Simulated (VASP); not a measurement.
# Rb2Ag3 (Pm-3m) in VASP: relaxation of cell and atoms with PBE

Aim: the relaxation of cell and atoms of Rb2Ag3 with PBE.

Everything below comes from runs of VASP 6.6.1. Logs are shortened: lines on timing, memory, paths and dates and some standing lists are left out, and cuts for length are marked.

## Step 1: The cell of the first run

The structure is cubic, space group Pm-3m (No. 221). The conventional cell has a = 5.560 Å, b = 5.560 Å, c = 5.560 Å, α = 90.00°, β = 90.00°, γ = 90.00°. Rb (site symmetry m-3m) has 6 Ag at 2.78 Å within 3.7 Å. Rb (site symmetry m-3m) has 12 Ag at 3.93 Å and 8 Rb at 4.82 Å within 5.2 Å. Within 3.7 Å of Ag (site symmetry 4/mmm) lie 2 Rb at 2.78 Å.

The cell was generated, and may not be a known phase.

## Step 2: Relaxation of cell and atoms, PBE

INCAR reads:

```
PREC = Accurate ; ENCUT = 630
EDIFF = 1E-7 ; ISMEAR = 0
SIGMA = 0.1 ; LREAL = False
LASPH = True ; NELM = 120
ALGO = Normal ; ISIF = 3
LWAVE = False ; LCHARG = False
GGA = PE ; IBRION = 2
NSW = 90 ; EDIFFG = -0.04
GGA_COMPAT = False ; NELMIN = 4
```

KPOINTS reads:

```
regular mesh
0
Gamma
  4 4 4
```

POSCAR reads:

```
Rb2Ag3
1.0
    5.5604900900      0.0000000000      0.0000000000
    0.0000000000      5.5604900900      0.0000000000
    0.0000000000      0.0000000000      5.5604900900
Rb Ag
2 3
Direct
    0.0000000000      0.0000000000      0.0000000000
    0.5000000000      0.5000000000      0.5000000000
    0.5000000000      0.0000000000      0.0000000000
    0.0000000000      0.5000000000      0.0000000000
    0.0000000000      0.0000000000      0.5000000000
```

Potentials or basis: VASP PAW PBE potentials, release 64 (Rb_sv, Ag_sv_GW).

On the command line:

```
> cat potpaw_PBE.64/Rb_sv/POTCAR potpaw_PBE.64/Ag_sv_GW/POTCAR > POTCAR
> mpirun -np 1 vasp_std > vasp.out
```

OUTCAR:

```text
PREC = Accurate
   ENCUT = 630
   EDIFF = 1E-7
   ISMEAR = 0
   LREAL = False
   LASPH = True
   NELM = 120
   ISIF = 3
   GGA = PE
   IBRION = 2
   NSW = 90
   EDIFFG = -0.04
   NELMIN = 4

 ion  position               nearest neighbor table
   1  0.000  0.000  0.000-   3 2.78   4 2.78   5 2.78   5 2.78   4 2.78   3 2.78   2 4.82   2 4.82
                             2 4.82   2 4.82   2 4.82   2 4.82   2 4.82   2 4.82
   2  0.500  0.500  0.500-   3 3.93   4 3.93   5 3.93   3 3.93   4 3.93   3 3.93   5 3.93   3 3.93
                             4 3.93   5 3.93   4 3.93   5 3.93   1 4.82   1 4.82   1 4.82   1 4.82
   3  0.500  0.000  0.000-   1 2.78   1 2.78   2 3.93   2 3.93   2 3.93   2 3.93
   4  0.000  0.500  0.000-   1 2.78   1 2.78   2 3.93   2 3.93   2 3.93   2 3.93
   5  0.000  0.000  0.500-   1 2.78   1 2.78   2 3.93   2 3.93   2 3.93   2 3.93

  LATTYP: Found a simple cubic cell.
 ALAT       =     5.5604900900

  Lattice vectors:

 A1 = (   5.5604900900,   0.0000000000,   0.0000000000)
 A2 = (   0.0000000000,   5.5604900900,   0.0000000000)
 A3 = (   0.0000000000,   0.0000000000,   5.5604900900)

Analysis of symmetry for initial positions (statically):
=====================================================================
 Subroutine PRICEL returns:
 Original cell was already a primitive cell.

 Routine SETGRP: Setting up the symmetry group for a
 simple cubic supercell.

 Subroutine GETGRP returns: Found 48 space group operations
 (whereof 48 operations were pure point group operations)
 out of a pool of 48 trial point group operations.

The static configuration has the point symmetry O_h .

Analysis of symmetry for dynamics (positions and initial velocities):
=====================================================================
 Subroutine PRICEL returns:
 Original cell was already a primitive cell.

 Routine SETGRP: Setting up the symmetry group for a
 simple cubic supercell.

 Subroutine GETGRP returns: Found 48 space group operations
 (whereof 48 operations were pure point group operations)
 out of a pool of 48 trial point group operations.

The dynamic configuration has the point symmetry O_h .

 Subroutine INISYM returns: Found 48 space group operations
 (whereof 48 operations are pure point group operations),
 and found     1 'primitive' translations

----------------------------------------------------------------------------------------

                                     Primitive cell

  volume of cell :     171.9251

  direct lattice vectors                    reciprocal lattice vectors
     5.560490090  0.000000000  0.000000000     0.179840263  0.000000000  0.000000000
     0.000000000  5.560490090  0.000000000     0.000000000  0.179840263  0.000000000
     0.000000000  0.000000000  5.560490090     0.000000000  0.000000000  0.179840263

  length of vectors
     5.560490090  5.560490090  5.560490090     0.179840263  0.179840263  0.179840263

  position of ions in fractional coordinates (direct lattice)
     0.000000000  0.000000000  0.000000000
     0.500000000  0.500000000  0.500000000
     0.500000000  0.000000000  0.000000000
     0.000000000  0.500000000  0.000000000
     0.000000000  0.000000000  0.500000000

  ion indices of the primitive-cell ions
   primitive index   ion index
                 1           1
                 2           2
                 3           3
                 4           4
                 5           5

----------------------------------------------------------------------------------------

 KPOINTS: regular mesh

Automatic generation of k-mesh.
 Grid dimensions read from file:
 generate k-points for:    4    4    4

 Generating k-lattice:

  Cartesian coordinates                     Fractional coordinates (reciprocal lattice)
     0.044960066  0.000000000  0.000000000     0.250000000  0.000000000  0.000000000
     0.000000000  0.044960066  0.000000000     0.000000000  0.250000000  0.000000000
     0.000000000  0.000000000  0.044960066     0.000000000  0.000000000  0.250000000

  Length of vectors
     0.044960066  0.044960066  0.044960066

  Shift w.r.t. Gamma in fractional coordinates (k-lattice)
     0.000000000  0.000000000  0.000000000

 Subroutine IBZKPT returns following result:
 ===========================================

 Found     10 irreducible k-points:

 Following reciprocal coordinates:
            Coordinates               Weight
  0.000000  0.000000  0.000000      1.000000
  0.250000  0.000000  0.000000      6.000000
  0.500000  0.000000  0.000000      3.000000
  0.250000  0.250000  0.000000     12.000000
  0.500000  0.250000  0.000000     12.000000
  0.500000  0.500000  0.000000      3.000000
  0.250000  0.250000  0.250000      8.000000
  0.500000  0.250000  0.250000     12.000000
  0.500000  0.500000  0.250000      6.000000
  0.500000  0.500000  0.500000      1.000000
   k-points           NKPTS =     10   k-points in BZ     NKDIM =     10   number of bands    NBANDS=     45
   number of dos      NEDOS =    301   number of ions     NIONS =      5
   total plane-waves  NPLWV = 110592
   dimension x,y,z NGX =    48 NGY =   48 NGZ =   48
   dimension x,y,z NGXF=    96 NGYF=   96 NGZF=   96
   ions per type =               2   3
   NGX,Y,Z   is equivalent  to a cutoff of  14.35, 14.35, 14.35 a.u.
   NGXF,Y,Z  is equivalent  to a cutoff of  28.70, 28.70, 28.70 a.u.
 SYSTEM =  unknown system
   PREC   = accura    normal or accurate (medium, high low for compatibility)
   ISTART =      0    job   : 0-new  1-cont  2-samecut
   ICHARG =      2    charge: 1-file 2-atom 10-const
   ISPIN  =      1    spin polarized calculation?
   LNONCOLLINEAR =      F non collinear calculations
   LSORBIT =      F    spin-orbit coupling
   LASPH  =      T    aspherical Exc in radial PAW
   ENCUT  =  630.0 eV  46.30 Ry    6.80 a.u.  11.38 11.38 11.38*2*pi/ulx,y,z
   NELM   =    120;   NELMIN=  4; NELMDL= -5     # of ELM steps
   EDIFF  = 0.1E-06   stopping-criterion for ELM
   LREAL  =      F    real-space projection
   EDIFFG = -.4E-01   stopping-criterion for IOM
   NSW    =     90    number of steps for IOM
   IBRION =      2    ionic relax: 0-MD 1-quasi-New 2-CG
   NFREE  =      1    steps in history (QN), initial steepest desc. (CG)
   ISIF   =      3    stress and relaxation
   ISYM   =      2    0-nonsym 1-usesym 2-fastsym
   POTIM  = 0.5000    time-step for ionic-motion
   TEBEG  =    0.0;   TEEND  =   0.0 temperature during run
   PSTRESS=    0.0 pullay stress
   NELECT =      75.0000    total number of electrons
   NUPDOWN=      -1.0000    fix difference up-down
   EMIN   =  10.00;   EMAX   =-10.00  energy-range for DOS
   EFERMI =   0.00;   METHOD = LEGACY
   ISMEAR =     0;   SIGMA  =   0.10  broadening in eV -4-tet -1-fermi 0-gaus
   EFERMI_NEDOS =   21; number of points for ismear=-14 and -15
   IALGO  =     38    algorithm
   IMIX   =      4    mixing-type and parameters
     AMIX     =   0.40;   BMIX     =  1.00
     AMIX_MAG =   1.60;   BMIX_MAG =  1.00
  volume/ion in A,a.u.               =      34.39       232.04
  Fermi-wavevector in a.u.,A,eV,Ry     =   1.241601  2.346286 20.974387  1.541574
  Thomas-Fermi vector in A             =   2.375992
   LORBIT       =      0    0 simple, 1 ext, 2 COOP (PROOUT), +10 PAW based schemes
   GGA     = PE    functional components
   LHFCALC =     F    Hartree Fock is set to
   AEXX    =    0.0000 exact exchange contribution
   IVDW    =     0    specifies the selected vdW correction
   LEPSILON=     F    determine dielectric tensor
   LRPA    =     F    only Hartree local field effects (RPA)
 conjugate gradient relaxation of ions
 non-spin polarized calculation
 Gauss-broadening in eV      SIGMA  =   0.10
  energy-cutoff  :      630.00
  volume of cell :      171.93
 maximum number of plane-waves:      6216
 NGX is ok and might be reduce to    48
   NGX = 23   NGY = 23   NGZ = 23

--------------------------------------- Ionic step        1  -------------------------------------------

 number of electron      74.9999993 magnetization

 Free energy of the ion-electron system (eV)
  ---------------------------------------------------
  ext. energy  EPLUGINS =         0.00000000
  ---------------------------------------------------
  free energy    TOTEN  =         0.64692869 eV

  energy without entropy =        0.66948744  energy(sigma->0) =        0.65820807

------------------------ aborting loop because EDIFF is reached ----------------------------------------

  FORCE on cell =-STRESS in cart. coord.  units (eV):
  Direction    XX          YY          ZZ          XY          YZ          ZX
  --------------------------------------------------------------------------------------
  -------------------------------------------------------------------------------------
  Total        6.7076967      6.7076967      6.7076967     -0.0000000     -0.0000000      0.0000000
  in kB       62.5093218     62.5093218     62.5093218     -0.0000000     -0.0000000      0.0000000
  external PRESSURE =      62.5093218 kB  Pullay stress =       0.0000000 kB

 VOLUME and BASIS-vectors are now :
 -----------------------------------------------------------------------------
  energy-cutoff  :      630.00
  volume of cell :      171.93
      direct lattice vectors                 reciprocal lattice vectors
     5.560490090  0.000000000  0.000000000     0.179840263  0.000000000  0.000000000
     0.000000000  5.560490090  0.000000000     0.000000000  0.179840263  0.000000000
     0.000000000  0.000000000  5.560490090     0.000000000  0.000000000  0.179840263

 POSITION                                       TOTAL-FORCE (eV/Angst)
 -----------------------------------------------------------------------------------
      0.00000      0.00000      0.00000         0.000000      0.000000      0.000000
      2.78025      2.78025      2.78025         0.000000      0.000000      0.000000
      2.78025      0.00000      0.00000         0.000000      0.000000      0.000000
      0.00000      2.78025      0.00000         0.000000      0.000000      0.000000
      0.00000      0.00000      2.78025         0.000000      0.000000      0.000000
 -----------------------------------------------------------------------------------
    total drift:                                0.000000      0.000000      0.000000

  FREE ENERGIE OF THE ION-ELECTRON SYSTEM (eV)
  ---------------------------------------------------
  free  energy   TOTEN  =         0.6469286937 eV
[... 65 lines left out ...]
 POSITION                                       TOTAL-FORCE (eV/Angst)
 -----------------------------------------------------------------------------------
      0.00000      0.00000      0.00000        -0.000000      0.000000      0.000000
      3.06342      3.06342      3.06342        -0.000000      0.000000      0.000000
      3.06342      0.00000      0.00000         0.000000      0.000000      0.000000
     -0.00000      3.06342     -0.00000        -0.000000      0.000000      0.000000
      0.00000     -0.00000      3.06342         0.000000     -0.000000      0.000000
 -----------------------------------------------------------------------------------
    total drift:                                0.000000      0.000000      0.000000

  FREE ENERGIE OF THE ION-ELECTRON SYSTEM (eV)
  ---------------------------------------------------
  free  energy   TOTEN  =        -0.3524458926 eV

  energy  without entropy=       -0.3213613582  energy(sigma->0) =       -0.33690363

--------------------------------------- Ionic step        4  -------------------------------------------

 number of electron      75.0000075 magnetization

 Free energy of the ion-electron system (eV)
  ---------------------------------------------------
  ext. energy  EPLUGINS =         0.00000000
  ---------------------------------------------------
  free energy    TOTEN  =        -0.36830717 eV

  energy without entropy =       -0.33603630  energy(sigma->0) =       -0.35217174

 E-fermi :   0.0590     XC(G=0):  -7.0534

 val. band max:        0.0049836033   @ k =   0.2500   0.2500   0.0000
 cond. band min:       0.0843691885   @ k =   0.5000   0.2500   0.2500
 fundamental gap:      0.0793855852
 Fermi energy:         0.0589553420

 k-point     1 :       0.0000    0.0000    0.0000
  band No.  band energies     occupation
      1     -90.8537      2.00000
      2     -90.8537      2.00000
      3     -90.8536      2.00000
      4     -54.4093      2.00000
      5     -54.4093      2.00000
      6     -54.4093      2.00000
[... 482 lines left out ...]
 VOLUME and BASIS-vectors are now :
 -----------------------------------------------------------------------------
  energy-cutoff  :      630.00
  volume of cell :      239.15
      direct lattice vectors                 reciprocal lattice vectors
     6.207156134  0.000000000  0.000000000     0.161104373  0.000000000 -0.000000000
    -0.000000000  6.207156134 -0.000000000    -0.000000000  0.161104373  0.000000000
     0.000000000 -0.000000000  6.207156134    -0.000000000  0.000000000  0.161104373

 POSITION                                       TOTAL-FORCE (eV/Angst)
 -----------------------------------------------------------------------------------
      0.00000      0.00000      0.00000        -0.000000      0.000000      0.000000
      3.10358      3.10358      3.10358        -0.000000      0.000000      0.000000
      3.10358      0.00000      0.00000         0.000000      0.000000      0.000000
     -0.00000      3.10358     -0.00000        -0.000000      0.000000      0.000000
      0.00000     -0.00000      3.10358         0.000000     -0.000000      0.000000
 -----------------------------------------------------------------------------------
    total drift:                                0.000000      0.000000      0.000000

  FREE ENERGIE OF THE ION-ELECTRON SYSTEM (eV)
  ---------------------------------------------------
  free  energy   TOTEN  =        -0.3683071739 eV

  energy  without entropy=       -0.3360363037  energy(sigma->0) =       -0.35217174

 reached required accuracy - stopping structural energy minimisation
```

It took 10 min on 1 thread of Intel Xeon Platinum 8259CL at 2.50GHz (Skylake/Cascade Lake), shared host; peak memory 0.39 GiB.

Results:

| Quantity | Value |
| --- | --- |
| Free energy | -0.3683 eV |
| Relaxed volume | 47.83 Å³/atom |
| Relaxed cell | a = 6.207 Å, b = 6.207 Å, c = 6.207 Å, α = 90.00°, β = 90.00°, γ = 90.00° |
| Space group after relaxing (to 0.1 Å) | Pm-3m (No. 221) |
| Energy gained by relaxing | 203.0 meV/atom |
| Ionic steps | 4 |
| Pressure after relaxing | 0.1 GPa |
| Band gap on the k mesh | zero (an odd number of electrons rules out a gap without spin polarisation) |

The path:
```tsv
step	energy change (eV)	largest force (eV/Å)	pressure (GPa)	volume (Å³)
1	0.0000	0.0000	6.25	171.93
2	-0.8422	0.0000	1.89	207.51
3	-0.9994	0.0000	0.48	229.99
4	-1.0152	0.0000	0.09	239.15
```

Final structure:
```
Rb Ag
1.0
     6.20716    0.00000    0.00000
     0.00000    6.20716    0.00000
     0.00000    0.00000    6.20716
Rb Ag
2 3
Direct
  0.00000 0.00000 0.00000
  0.50000 0.50000 0.50000
  0.50000 0.00000 0.00000
  0.00000 0.50000 0.00000
  0.00000 0.00000 0.50000
```

Caveat: the volume moved by over 15 % at a fixed basis, so the end points are rough.

The gap in the log of VASP goes by the Fermi energy; the results here count the filled bands.